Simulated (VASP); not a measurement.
TiN (rocksalt type):

```
Ti N
1.0
     0.00000    2.15443    2.15443
     2.15443    0.00000    2.15443
     2.15443    2.15443    0.00000
Ti N
1 1
Direct
  0.00000 0.00000 0.00000
  0.50000 0.50000 0.50000
```

- Program: VASP 6.6.1
- Task: relaxation of cell and atoms
- Functional: r2SCAN
- Potentials or basis: VASP PAW PBE potentials, release 64 (Ti_sv, N)
- Cutoff: 600 eV
- k mesh: 17 × 17 × 17
- Occupations: fermi-dirac, width 0.1 eV
- Spin: no spin polarisation

At the start: pressure -12.6 GPa; volume 10.00 Å³/atom.

Question: Where does the relaxation end?

Answer: Over 4 steps the energy falls by 19.2 meV/atom and the volume is 9.53 Å³/atom (-4.7 %); space group Fm-3m (No. 225, to 0.05 Å).

The path:
```tsv
step	energy change (eV)	largest force (eV/Å)	pressure (GPa)	volume (Å³)
1	0.0000	0.0000	-12.64	20.00
2	0.0477	0.0000	23.17	17.80
3	-0.0383	0.0000	-0.25	19.08
4	-0.0383	0.0000	0.01	19.06
```

Final structure:
```yaml
crystal:
  lattice:
    - [0.00000, 2.12032, 2.12032]
    - [2.12032, 0.00000, 2.12032]
    - [2.12032, 2.12032, 0.00000]
  atoms:
    - { symbol: Ti, position: [0.00000, 0.00000, 0.00000] }
    - { symbol: N, position: [0.50000, 0.50000, 0.50000] }
```

Caveat: the PAW data sets were made with another functional, which shifts forces and pressure a little.
